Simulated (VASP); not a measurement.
Wanted: the native input for a VASP 6.6.1 run.

* Task: single point
* Functional: r2SCAN
* Potentials or basis: VASP PAW PBE potentials, release 64 (K_sv, Br)
* Cutoff: 520 eV
* k mesh: 6 × 6 × 6
* Occupations: gaussian, width 0.05 eV
* Spin: no spin polarisation
* Dipole correction: no
* Further INCAR settings: ALGO = Normal; EDIFF = 1e-06; NBANDS = 15

Crystal: KBr.

```
K Br
1.0
     0.00000    3.19373    3.34189
     3.19373    0.00000    3.34189
     3.19373    3.19373    0.00000
K Br
1 1
Direct
  0.00000 0.00000 0.00000
  0.50000 0.50000 0.50000
```

This cell differs from its parent crystal: strain -0.030 along x and y, +0.015 along z.

The input as run:

POSCAR

```
KBr
1.0
    0.0000000000      3.1937250000      3.3418875000
    3.1937250000      0.0000000000      3.3418875000
    3.1937250000      3.1937250000      0.0000000000
K Br
1 1
Direct
    0.0000000000      0.0000000000      0.0000000000
    0.5000000000      0.5000000000      0.5000000000
```

INCAR.step1

```
PREC = Accurate
ENCUT = 520
ISMEAR = 0
SIGMA = 0.05
LREAL = False
LASPH = True
NELM = 100
NBANDS = 15
GGA = PE
ALGO = Normal
EDIFF = 1E-4
LWAVE = True
LCHARG = False
```

INCAR.step2

```
PREC = Accurate
ENCUT = 520
EDIFF = 1E-6
ISMEAR = 0
SIGMA = 0.05
LREAL = False
LASPH = True
NELM = 100
ALGO = Normal
ISIF = 2
LWAVE = False
LCHARG = False
METAGGA = R2SCAN
LMIXTAU = True
NBANDS = 15
ISTART = 1
```

KPOINTS

```
regular mesh
0
Gamma
  6 6 6
```

Potentials or basis: VASP PAW PBE potentials, release 64 (K_sv, Br).

Launch:

```console
$ cat potpaw_PBE.64/K_sv/POTCAR potpaw_PBE.64/Br/POTCAR > POTCAR
$ cp INCAR.step1 INCAR
$ mpirun -np 1 vasp_std > vasp.out
$ cp INCAR.step2 INCAR
$ mpirun -np 1 vasp_std > vasp.out
```

Results of the run:

| Item | Value |
| --- | --- |
| Pressure | 1.2 GPa |
| Band gap on the k mesh | 5.21 eV |

Caveat: the cell differs from its parent crystal (strain -0.030 along x and y, +0.015 along z); the PAW data sets were made with another functional, which shifts forces and pressure a little.

Wall time 77 s on 1 thread of AMD EPYC 9R45 96-Core Processor (Zen 5) (shared host), peak memory 0.19 GiB.
